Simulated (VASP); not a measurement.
A run of VASP 6.6.1:

File INCAR:

```
  PREC = Accurate
  ENCUT = 520
  EDIFF = 1E-7
  ISMEAR = -1
  SIGMA = 0.05
  LREAL = Auto
  LASPH = True
  NELM = 100
  ALGO = Normal
  ISIF = 2
  LWAVE = False
  LCHARG = False
  GGA = PE
  IVDW = 12
  NBANDS = 118
```

Contents of KPOINTS:

```
Automatic mesh
0
Gamma
  2 2 1
```

The input POSCAR:

```
KY18
1.0
    7.3000000000      0.0000000000      0.0000000000
    5.4750000000      9.4829780000      0.0000000000
    0.0000000000      0.0000000000     18.7341500000
Y K
18 1
Direct
    0.0000000000      0.0000000000      0.0533784559
    0.5000000000      0.0000000000      0.0533784559
   -0.0000005800      0.3333341066      0.0533784559
    0.4999994200      0.3333341066      0.0533784559
   -0.0000011600      0.6666682133      0.0533784559
    0.4999988400      0.6666682133      0.0533784559
   -0.0261506862      0.2373515999      0.2161347059
    0.4714064431      0.2018142402      0.2086243571
   -0.0147118952      0.5204377781      0.1980180579
    0.4861392786      0.5056955737      0.2082613836
    0.0225233756      0.8854391521      0.2289562110
    0.4521501276      0.8782473185      0.1953010945
    0.0998564820      0.0079721792      0.3953475338
    0.5558954117      0.0375093141      0.3436131343
    0.1090205711      0.3341460879      0.3577851143
    0.6800445331      0.3707168782      0.3703290515
    0.0672056576      0.7145751050      0.3933565174
    0.5158698756      0.7063287503      0.3563385582
    0.6032322147     -0.0329854187      0.5462484287
```

Potentials or basis: VASP PAW PBE potentials, release 64 (Y_sv, K_sv).

Launch:

```console
$ cat potpaw_PBE.64/Y_sv/POTCAR potpaw_PBE.64/K_sv/POTCAR > POTCAR
$ mpirun -np 1 vasp_std > vasp.out
```

Hardware: 1 thread of Intel(R) Xeon(R) 6975P-C (Granite Rapids) (shared host).

Task: Estimate the wall time of this run.

Result: Wall time 29 min on 1 thread of Intel(R) Xeon(R) 6975P-C (Granite Rapids), on a shared host, peak memory 1.3 GiB. Counts: scf iterations 32, k points 4.
